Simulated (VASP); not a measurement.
# BaTiO3 (Amm2) in VASP: dielectric tensor with LDA

Aim: the dielectric tensor of BaTiO3 with LDA.

Program: VASP 6.6.1. These are calculated values, not measurements. Logs are shortened: lines on timing, memory, paths and dates and some standing lists are left out, and cuts for length are marked.

### Step 1. The cell of the first run

It takes space group Amm2 (No. 38, orthorhombic). The conventional cell has a = 3.924 Å, b = 5.588 Å, c = 5.598 Å, α = 90.00°, β = 90.00°, γ = 90.00°. Within 3.6 Å of Ba (site symmetry mm2) lie 12 O at 2.73 to 2.87 Å and 8 Ti at 3.37 to 3.46 Å. Within 2.5 Å of Ti (site symmetry mm2) lie 6 O at 1.88 to 2.08 Å. Within 2.5 Å of O (site symmetry m) lie 2 Ti at 1.88 to 2.08 Å. Within 2.6 Å of O (site symmetry mm2) lie 2 Ti at 1.97 Å.

### Step 2. Dielectric tensor, LDA

File INCAR:

```
SYSTEM = BaTiO3
PREC = Accurate
ENCUT = 520
EDIFF = 1E-8
ISMEAR = 0
SIGMA = 0.01
LREAL = .FALSE.
LASPH = .TRUE.
NELM = 120
ALGO = Normal
ISIF = 2
LWAVE = .FALSE.
LCHARG = .FALSE.
LEPSILON = .TRUE.
GGA_COMPAT = .FALSE.
```

File KPOINTS:

```
regular mesh
0
G
  8 8 8
  0 0 0
```

File POSCAR:

```
BaTiO3
1.0
    3.9240863716      0.0000000000      0.0000000000
    0.0000000000      2.7941556255      2.7991756076
    0.0000000000     -2.7941556255      2.7991756076
Ba Ti O
1 1 3
Direct
    0.0000000000      0.0017090994      0.0017090994
    0.5000000000      0.5117403617      0.5117403617
    0.5000000000      0.9854802550      0.4910524353
    0.5000000000      0.4910524353      0.9854802550
    0.0000000000      0.4899178486      0.4899178486
```

Potentials or basis: VASP PAW LDA potentials, release 64 (Ba_sv, Ti_sv, O).

Started as:

```sh
$ cat potpaw_LDA.64/Ba_sv/POTCAR potpaw_LDA.64/Ti_sv/POTCAR potpaw_LDA.64/O/POTCAR > POTCAR
$ mpirun -np 1 vasp_std > vasp.out
```

OUTCAR:

```text
SYSTEM = BaTiO3
   PREC = Accurate
   ENCUT = 520
   EDIFF = 1E-8
   ISMEAR = 0
   LREAL = .FALSE.
   LASPH = .TRUE.
   NELM = 120
   ISIF = 2
   LEPSILON = .TRUE.

 ion  position               nearest neighbor table
   1  0.000  0.002  0.002-   5 2.73   4 2.76   3 2.76   3 2.76   4 2.76   5 2.79   5 2.79   4 2.82
                             3 2.82   3 2.82   4 2.82   5 2.87   2 3.37   2 3.37   2 3.41   2 3.41
   2  0.500  0.512  0.512-   3 1.88   4 1.88   5 1.97   5 1.97   3 2.08   4 2.08   1 3.37   1 3.37
                             1 3.41   1 3.41   1 3.41   1 3.41   1 3.46   1 3.46
   3  0.500  0.985  0.491-   2 1.88   2 2.08   1 2.76   1 2.76   1 2.82   1 2.82
   4  0.500  0.491  0.985-   2 1.88   2 2.08   1 2.76   1 2.76   1 2.82   1 2.82
   5  0.000  0.490  0.490-   2 1.97   2 1.97   1 2.73   1 2.79   1 2.79   1 2.87

  LATTYP: Found a base centered orthorhombic cell.
 ALAT       =     5.5883112510
 B/A-ratio  =     1.0017966008
 C/A-ratio  =     0.7021953852

  Lattice vectors:

 A1 = (   0.0000000000,   2.7941556255,  -2.7991756076)
 A2 = (   0.0000000000,   2.7941556255,   2.7991756076)
 A3 = (   3.9240863716,   0.0000000000,   0.0000000000)

Analysis of symmetry for initial positions (statically):
=====================================================================
 Subroutine PRICEL returns:
 Original cell was already a primitive cell.

 Routine SETGRP: Setting up the symmetry group for a
 base centered orthorhombic supercell.

 Subroutine GETGRP returns: Found  4 space group operations
 (whereof  4 operations were pure point group operations)
 out of a pool of  8 trial point group operations.

The static configuration has the point symmetry C_2v.

Analysis of symmetry for dynamics (positions and initial velocities):
=====================================================================
 Subroutine PRICEL returns:
 Original cell was already a primitive cell.

 Routine SETGRP: Setting up the symmetry group for a
 base centered orthorhombic supercell.

 Subroutine GETGRP returns: Found  4 space group operations
 (whereof  4 operations were pure point group operations)
 out of a pool of  8 trial point group operations.

The dynamic configuration has the point symmetry C_2v.

 Subroutine INISYM returns: Found  4 space group operations
 (whereof  4 operations are pure point group operations),
 and found     1 'primitive' translations

----------------------------------------------------------------------------------------

                                     Primitive cell

  volume of cell :      61.3832

  direct lattice vectors                    reciprocal lattice vectors
     3.924086372  0.000000000  0.000000000     0.254836389  0.000000000  0.000000000
     0.000000000  2.794155626  2.799175608     0.000000000  0.178944936  0.178624020
     0.000000000 -2.794155626  2.799175608     0.000000000 -0.178944936  0.178624020

  length of vectors
     3.924086372  3.955084037  3.955084037     0.254836389  0.252839536  0.252839536

  position of ions in fractional coordinates (direct lattice)
     0.000000000  0.001709099  0.001709099
     0.500000000  0.511740362  0.511740362
     0.500000000  0.985480255  0.491052435
     0.500000000  0.491052435  0.985480255
     0.000000000  0.489917849  0.489917849

  ion indices of the primitive-cell ions
   primitive index   ion index
                 1           1
                 2           2
                 3           3
                 4           4
                 5           5

----------------------------------------------------------------------------------------

 KPOINTS: regular mesh

Automatic generation of k-mesh.
 Grid dimensions read from file:
 generate k-points for:    8    8    8

 Generating k-lattice:

  Cartesian coordinates                     Fractional coordinates (reciprocal lattice)
     0.031854549  0.000000000  0.000000000     0.125000000  0.000000000  0.000000000
     0.000000000  0.022368117  0.022328003     0.000000000  0.125000000 -0.000000000
     0.000000000 -0.022368117  0.022328003     0.000000000 -0.000000000  0.125000000

  Length of vectors
     0.031854549  0.031604942  0.031604942

  Shift w.r.t. Gamma in fractional coordinates (k-lattice)
     0.000000000  0.000000000  0.000000000

 Subroutine IBZKPT returns following result:
 ===========================================

 Found    105 irreducible k-points:

 Following reciprocal coordinates:
            Coordinates               Weight
[... 45 lines left out ...]
   EDIFFG = 0.1E-06   stopping-criterion for IOM
   NSW    =      0    number of steps for IOM
   IBRION =     -1    ionic relax: 0-MD 1-quasi-New 2-CG
   NFREE  =      0    steps in history (QN), initial steepest desc. (CG)
   ISIF   =      2    stress and relaxation
   ISYM   =      2    0-nonsym 1-usesym 2-fastsym
   POTIM  = 0.5000    time-step for ionic-motion
   TEBEG  =    0.0;   TEEND  =   0.0 temperature during run
   PSTRESS=    0.0 pullay stress
   NELECT =      40.0000    total number of electrons
   NUPDOWN=      -1.0000    fix difference up-down
   EMIN   =  10.00;   EMAX   =-10.00  energy-range for DOS
   EFERMI =   0.00;   METHOD = LEGACY
   ISMEAR =     0;   SIGMA  =   0.01  broadening in eV -4-tet -1-fermi 0-gaus
   EFERMI_NEDOS =   21; number of points for ismear=-14 and -15
   IALGO  =     38    algorithm
   IMIX   =      4    mixing-type and parameters
     AMIX     =   0.40;   BMIX     =  1.00
     AMIX_MAG =   1.60;   BMIX_MAG =  1.00
  volume/ion in A,a.u.               =      12.28        82.85
  Fermi-wavevector in a.u.,A,eV,Ry     =   1.419314  2.682114 27.408275  2.014451
  Thomas-Fermi vector in A             =   2.540347
   LORBIT       =      0    0 simple, 1 ext, 2 COOP (PROOUT), +10 PAW based schemes
   GGA     = CA    functional components
   LHFCALC =     F    Hartree Fock is set to
   AEXX    =    0.0000 exact exchange contribution
   IVDW    =     0    specifies the selected vdW correction
   LEPSILON=     T    determine dielectric tensor
   LRPA    =     F    only Hartree local field effects (RPA)
 non-spin polarized calculation
 Gauss-broadening in eV      SIGMA  =   0.01
  energy-cutoff  :      520.00
  volume of cell :       61.38
 maximum number of plane-waves:      1683
 NGX is ok and might be reduce to    30
   NGX = 15   NGY = 15   NGZ = 15

--------------------------------------- Ionic step        1  -------------------------------------------

 number of electron      40.0000005 magnetization

 E-fermi :   3.9704     XC(G=0): -11.9554

 val. band max:        3.8688311888   @ k =   0.5000   0.5000   0.5000
 cond. band min:       5.8287460817   @ k =   0.0000   0.0000   0.0000
 fundamental gap:      1.9599148929
 Fermi energy:         3.9704284072

 k-point     1 :       0.0000    0.0000    0.0000
  band No.  band energies     occupation
      1     -51.7040      2.00000
      2     -28.3782      2.00000
      3     -28.3713      2.00000
      4     -28.3476      2.00000
      5     -20.7159      2.00000
      6     -12.8011      2.00000
[... 637 lines left out ...]
     23       7.9712      0.00000
     24       9.0782      0.00000

 [... further k-points ...]

  FORCE on cell =-STRESS in cart. coord.  units (eV):
  Direction    XX          YY          ZZ          XY          YZ          ZX
  --------------------------------------------------------------------------------------
  -------------------------------------------------------------------------------------
  Total        0.9184365      0.9494024      0.9320191      0.0000000      0.0000000      0.0000000
  in kB       23.9723388     24.7805899     24.3268622      0.0000000      0.0000000      0.0000000
  external PRESSURE =      24.3599303 kB  Pullay stress =       0.0000000 kB

 VOLUME and BASIS-vectors are now :
 -----------------------------------------------------------------------------
  energy-cutoff  :      520.00
  volume of cell :       61.38
      direct lattice vectors                 reciprocal lattice vectors
     3.924086372  0.000000000  0.000000000     0.254836389  0.000000000  0.000000000
     0.000000000  2.794155626  2.799175608     0.000000000  0.178944936  0.178624020
     0.000000000 -2.794155626  2.799175608     0.000000000 -0.178944936  0.178624020

 POSITION                                       TOTAL-FORCE (eV/Angst)
 -----------------------------------------------------------------------------------
      0.00000      0.00000      0.00957         0.000000      0.000000     -0.036047
      1.96204      0.00000      2.86490         0.000000      0.000000     -0.081571
      1.96204      1.38151      4.13307         0.000000      0.033551      0.049950
      1.96204     -1.38151      4.13307         0.000000     -0.033551      0.049950
      0.00000      0.00000      2.74273         0.000000      0.000000      0.017718
 -----------------------------------------------------------------------------------
    total drift:                                0.000000      0.000000      0.000105

  FREE ENERGIE OF THE ION-ELECTRON SYSTEM (eV)
  ---------------------------------------------------
  free  energy   TOTEN  =       -44.1582399063 eV

  energy  without entropy=      -44.1582399063  energy(sigma->0) =      -44.15823991

 HEAD OF MICROSCOPIC STATIC DIELECTRIC TENSOR (INDEPENDENT PARTICLE, excluding Hartree and local field effects)
 ------------------------------------------------------
           6.777438     0.000000     0.000000
           0.000000     6.711688     0.000000
           0.000000     0.000000     6.477392
 ------------------------------------------------------

 Free energy of the ion-electron system (eV)
  ---------------------------------------------------
  ---------------------------------------------------
  free energy    TOTEN  =        -0.97538422 eV

  energy without entropy =       -0.97538422

------------------------ aborting loop because EDIFF is reached ----------------------------------------

--------------------------------------- Ionic step        2  -------------------------------------------

------------------------ aborting loop because EDIFF is reached ----------------------------------------

--------------------------------------- Ionic step        3  -------------------------------------------

 Free energy of the ion-electron system (eV)
  ---------------------------------------------------
  ---------------------------------------------------
  free energy    TOTEN  =        -0.89510729 eV

  energy without entropy =       -0.89510729

------------------------ aborting loop because EDIFF is reached ----------------------------------------

 PIEZOELECTRIC TENSOR FIELD DIRECTION 3  (e Angst)
 -----------------------------------------------------------------------------
     0.63897  0.00000  0.00000           ( -0.07703  0.00000  0.00000)
     0.00000  0.25303  0.00000           (  0.00000  0.47252  0.00000)
     0.00000  0.00000  0.65161           (  0.00000  0.00000  0.27980)

 PIEZOELECTRIC TENSOR FIELD DIRECTION 3  (C/m^2)
 -----------------------------------------------------------------------------
     0.16678  0.00000  0.00000
     0.00000  0.06604  0.00000
     0.00000  0.00000  0.17008

 MACROSCOPIC STATIC DIELECTRIC TENSOR (including local field effects in DFT)
 ------------------------------------------------------
           6.535849     0.000000     0.000000
           0.000000     6.342598     0.000000
           0.000000     0.000000     6.069003
 ------------------------------------------------------

 PIEZOELECTRIC TENSOR (including local field effects)  for field in x, y, z        (e  Angst)
          XX          YY          ZZ          XY          YZ          ZX
  --------------------------------------------------------------------------------
  x     0.00000     0.00000     0.00000     0.00000     0.00000     0.18466
  y     0.00000     0.00000     0.00000     0.00000    -0.17120     0.00000
  z     0.63897     0.25303     0.65161     0.00000     0.00000     0.00000

 PIEZOELECTRIC TENSOR (including local field effects)  for field in x, y, z        (C/m^2)
          XX          YY          ZZ          XY          YZ          ZX
  --------------------------------------------------------------------------------
  x     0.00000     0.00000     0.00000     0.00000     0.00000     0.04820
  y     0.00000     0.00000     0.00000     0.00000    -0.04468     0.00000
  z     0.16678     0.06604     0.17008     0.00000     0.00000     0.00000

 BORN EFFECTIVE CHARGES (including local field effects) (in |e|, cummulative output)
 ---------------------------------------------------------------------------------
 ion    1
    1     2.74911     0.00000     0.00000
    2     0.00000     2.80286     0.00000
    3     0.00000     0.00000     2.77429
 ion    2
    1     7.12382     0.00000     0.00000
    2     0.00000     6.79289     0.00000
    3     0.00000     0.00000     6.25973
 ion    3
    1    -2.11132     0.00000     0.00000
    2     0.00000    -3.76840    -1.65048
    3     0.00000    -1.53747    -3.48205
 ion    4
    1    -2.11132     0.00000     0.00000
    2     0.00000    -3.76840     1.65048
    3     0.00000     1.53747    -3.48205
 ion    5
    1    -5.65029     0.00000     0.00000
    2     0.00000    -2.05895     0.00000
    3     0.00000     0.00000    -2.06992
```

It took 82 min on 1 thread of Oxide Virtual Turin-like, shared host; peak memory 0.65 GiB.

What came out:

* Band gap on the k mesh: 1.96 eV (least direct gap 2.19 eV)
* Electronic dielectric tensor (diagonal): 6.54, 6.34, 6.07
* Born charges (mean of the diagonal): Ba +2.78; Ti +6.73; O -3.12, -3.26 (each value once) e

Electronic dielectric tensor:
```
6.54 0.00 0.00
0.00 6.34 0.00
0.00 0.00 6.07
```

Born effective charge tensors (e):
atom 1, Ba
```
2.75 0.00 0.00
0.00 2.80 0.00
0.00 0.00 2.77
```
atom 2, Ti
```
7.12 0.00 0.00
0.00 6.79 0.00
0.00 0.00 6.26
```
atom 3, O
```
-2.11  0.00  0.00
 0.00 -3.77 -1.65
 0.00 -1.54 -3.48
```
atom 4, O
```
-2.11  0.00  0.00
 0.00 -3.77  1.65
 0.00  1.54 -3.48
```
atom 5, O
```
-5.65  0.00  0.00
 0.00 -2.06  0.00
 0.00  0.00 -2.07
```

Caveat: spin-orbit coupling is left out, which moves the levels of the heavy elements. A k mesh can miss the band edges.
